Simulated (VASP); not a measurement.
In: relaxation of cell and atoms with PBE

Crystal: In.

```
In
1.0
     0.00000    2.35565    2.35565
     2.35565    0.00000    2.35565
     2.35565    2.35565    0.00000
In
1
Direct
  0.00000 0.00000 0.00000
```

This isn't the form of In at room conditions, which is tetragonal.

| Item | Value |
| --- | --- |
| Program | VASP 6.6.1 |
| Task | relaxation of cell and atoms |
| Functional | PBE |
| Potentials or basis | VASP PAW PBE potentials, release 64 (In_d) |
| Cutoff | 600 eV |
| k mesh | 12 × 12 × 12 |
| Occupations | fermi-dirac, width 0.1 eV |
| Spin | no spin polarisation |
| Dipole correction | no |
| Further INCAR settings | ALGO = Normal; EDIFF = 1e-07; IBRION = 2; EDIFFG = -0.01; NSW = 80; ISIF = 3 |

| Item | Value |
| --- | --- |
| Relaxed volume | 27.46 Å³/atom |
| Relaxed cell | a = 3.386 Å, b = 3.386 Å, c = 3.386 Å, α = 60.00°, β = 60.00°, γ = 60.00° |
| Space group after relaxing (to 0.1 Å) | Fm-3m (No. 225) |
| Energy gained by relaxing | 7.8 meV/atom |
| Ionic steps | 3 |
| Pressure after relaxing | 0.0 GPa |
| Band gap on the k mesh | zero (an odd number of electrons rules out a gap without spin polarisation) |

The path:
| step | energy change (eV) | largest force (eV/Å) | pressure (GPa) | volume (Å³) |
| --- | --- | --- | --- | --- |
| 1 | 0.0000 | 0.0000 | 1.98 | 26.14 |
| 2 | -0.0078 | 0.0000 | 0.09 | 27.39 |
| 3 | -0.0078 | 0.0000 | 0.01 | 27.46 |

Final structure:
```xyz
1
Lattice="0.0000 2.3944 2.3944 2.3944 0.0000 2.3944 2.3944 2.3944 0.0000" Properties=species:S:1:pos:R:3 pbc="T T T"
In    0.0000    0.0000    0.0000
```

Levels at points of the mesh, in eV from the Fermi level:
| k point | band 3 | band 4 | band 5 | band 6 | band 7 | band 8 | band 9 | band 10 |
| --- | --- | --- | --- | --- | --- | --- | --- | --- |
| (0.00, 0.00, 0.00) | -14.58 | -14.43 | -14.43 | -9.20 | 10.16 | 10.16 | 10.16 | 11.43 |
| (0.50, 0.00, 0.00) | -14.57 | -14.29 | -14.29 | -4.28 | -3.16 | 8.10 | 8.10 | 10.76 |
| (0.50, 0.50, 0.00) | -14.30 | -14.25 | -14.25 | -2.17 | -2.05 | 3.95 | 3.95 | 7.14 |

It took 70 s on 1 thread of Intel Xeon 8259CL, with other jobs on the host, peak memory 0.18 GiB.

Caveat: spin-orbit coupling is left out, which moves the levels of the heavy elements.
